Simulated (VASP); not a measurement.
Input of a VASP 6.6.1 run:

File INCAR:

```
SYSTEM = LiNbO
PREC = Accurate ; ENCUT = 600
EDIFF = 1E-7 ; ISMEAR = 0
SIGMA = 0.1 ; LREAL = .FALSE.
LASPH = .TRUE. ; NELM = 60
ALGO = Normal ; ISIF = 3
LWAVE = .FALSE. ; LCHARG = .FALSE.
GGA = PE ; IBRION = 2
NSW = 90 ; EDIFFG = -0.04
```

The input KPOINTS:

```
regular mesh
0
G
  6 6 4
  0 0 0
```

File POSCAR:

```
LiNbO
1.0
    2.8500605500      0.0000000000      0.0000000000
    0.0000000000      2.8500605500      0.0000000000
    0.0000000000      0.0000000000      4.0034787200
Li Nb O
1 1 1
Direct
    0.0000000000      0.0000000000      0.0000000000
    0.5000000000      0.5000000000      0.0000000000
    0.5000000000      0.5000000000      0.5000000000
```

Potentials or basis: VASP PAW PBE potentials, release 64 (Li_sv, Nb_sv, O).

Command:

```bash
$ cat potpaw_PBE.64/Li_sv/POTCAR potpaw_PBE.64/Nb_sv/POTCAR potpaw_PBE.64/O/POTCAR > POTCAR
$ mpirun -np 1 vasp_std > vasp.out
```

(1) Predict the band gap on the k mesh.

(2) Estimate the space group after relaxing (to 0.05 Å).

Answers

(1) zero (band 11 reaches 6.39 eV, above the bottom of band 12 at 4.17 eV).

(2) P4/mmm (No. 123).

Caveat: the k points lie up to 0.41 Å⁻¹ apart in the final cell.
